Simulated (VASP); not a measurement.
Runs of VASP 6.6.1 on InAs. The structure is that of space group F-43m (No. 216), or close to it. The cells are those of the table. 

| task | level | potentials or basis | spin | cell | cutoff (eV) | smearing | gap on the mesh (eV) | pressure (GPa) |
| --- | --- | --- | --- | --- | --- | --- | --- | --- |
| relaxation of cell and atoms | RPBE+D3(BJ) | VASP PAW PBE potentials, release 64 (In_d, As) | off | relaxed from a = 4.268 Å, angles 60.0°, 2 atoms | 600 | fermi-dirac 0.05 eV | 0.29 | 0.0 |
| single point | LDA | VASP PAW LDA potentials, release 64 (In_d, As) | off | a = 4.268 Å, angles 60.0°, 2 atoms | 520 | fermi-dirac 0.05 eV | none | -0.1 |
| single point | PBE | VASP PAW PBE potentials, release 64 (In_d, As) | collinear, ferromagnetic start | a = 4.472 Å, angles 60.0°, 2 atoms | 520 | gaussian 0.01 eV | none | (a) |
| single point | PBEsol | VASP PAW PBE potentials, release 64 (In_d, As) | off | a = 4.352 Å, angles 60.0°, 2 atoms | 520 | fermi-dirac 0.05 eV | none | (b) |
| single point | PBE | VASP PAW PBE potentials, release 64 (In_d, As) | off | a = 4.268 Å, angles 60.0°, 2 atoms | 520 | fermi-dirac 0.05 eV | none | 4.4 |

Alike in all rows: k mesh 8 × 8 × 8.

Problem. Fill in the values left out.

Solution. (a) -2.7; (b) -1.6.

Caveats: spin-orbit coupling is left out, which moves the levels of the heavy elements; the PAW data sets were made with another functional, which shifts forces and pressure a little (some runs).

A k mesh can miss the band edges, and the runs leave out spin-orbit coupling on As, In.

A gap of «none» marks levels without a gap at the run's occupations.
